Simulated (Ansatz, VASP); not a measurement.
## Two plane-wave programs on Sn3Te2O

INCAR

```
SYSTEM = Sn3Te2O
PREC = Accurate
ENCUT = 600
EDIFF = 1E-6
ISMEAR = 0
SIGMA = 0.1
LREAL = .False.
LASPH = .True.
NELM = 100
ALGO = Normal
ISIF = 3
LWAVE = .False.
LCHARG = .False.
GGA = PE
IBRION = 2
NSW = 100
EDIFFG = -0.01
```

KPOINTS

```
regular mesh
0
Gamma
  6 6 8
  0 0 0
```

The input POSCAR:

```
Sn3Te2O
1.0
    6.7648655519      0.0000000000      0.0000000000
   -3.3824327759      5.8585454211      0.0000000000
    0.0000000000      0.0000000000      4.8845987698
Sn Te O
3 2 1
Direct
    0.5000000000      0.0000000000      0.5000000000
    0.5000000000      0.5000000000      0.5000000000
    0.0000000000      0.5000000000      0.5000000000
    0.3333333333      0.6666666667      0.0000000000
    0.6666666667      0.3333333333      0.0000000000
    0.0000000000      0.0000000000      0.0000000000
```

Input for Ansatz:

```yaml
crystal:
  lattice:
    - [6.7648655519, 0.0, 0.0]
    - [-3.3824327759, 5.8585454211, 0.0]
    - [0.0, 0.0, 4.8845987698]
  atoms:
    - { symbol: Sn, position: [0.5, 0.0, 0.5] }
    - { symbol: Sn, position: [0.5, 0.5, 0.5] }
    - { symbol: Sn, position: [0.0, 0.5, 0.5] }
    - { symbol: Te, position: [0.3333333333, 0.6666666667, 0.0] }
    - { symbol: Te, position: [0.6666666667, 0.3333333333, 0.0] }
    - { symbol: O, position: [0.0, 0.0, 0.0] }
basis:
  ecutwfc: 420
kpoints:
  mp_grid: { grid: [6, 6, 8] }
hamiltonian:
  xc: pbe
scf:
  occupations: { method: gaussian, width: 0.1 }
output:
  forces: true
  stress: true
  eigenvalues: true
relax:
  adjacent_minimum: "off"
  f_tol: 0.01
  max_steps: 80
  cell: { stress_tol: 0.05 }
```

Change from the starting cell: species swapped into the GdB2Rh3 type (P6/mmm, No. 191).

Alike in both runs: task relaxation of cell and atoms; functional PBE; k mesh 6 × 6 × 8; occupations gaussian, width 0.1 eV; no spin polarisation.

|  | VASP | Ansatz |
| --- | --- | --- |
| version | VASP 6.6.1 | Ansatz 0.2.0 |
| potentials or method | VASP PAW PBE potentials, release 64 (Sn_d, Te, O), cutoff 600 eV | scalar-relativistic, plane waves, PAW |
| valence electrons in the cell | 60 | 80 |

|  | VASP | Ansatz | Ansatz less VASP |
| --- | --- | --- | --- |
| gap on the k mesh at the Fermi level, each at its own relaxed structure (eV) | none | none | - |
| relaxed volume (Å³/atom) | 32.26 | 32.26 | 0.000 |
| relaxed cell length with the largest relative difference (Å) | 6.765 | 6.765 | 0.0000 |

A gap of «none» marks a metal or a gap that the smearing closes. VASP's potentials hold 60 valence electrons a cell and Ansatz's 80, so a difference there can come from the potentials and not from the codes.

Spin-orbit coupling is off throughout. Noted on VASP's run: the relaxation stopped at its first step, so nothing moved.
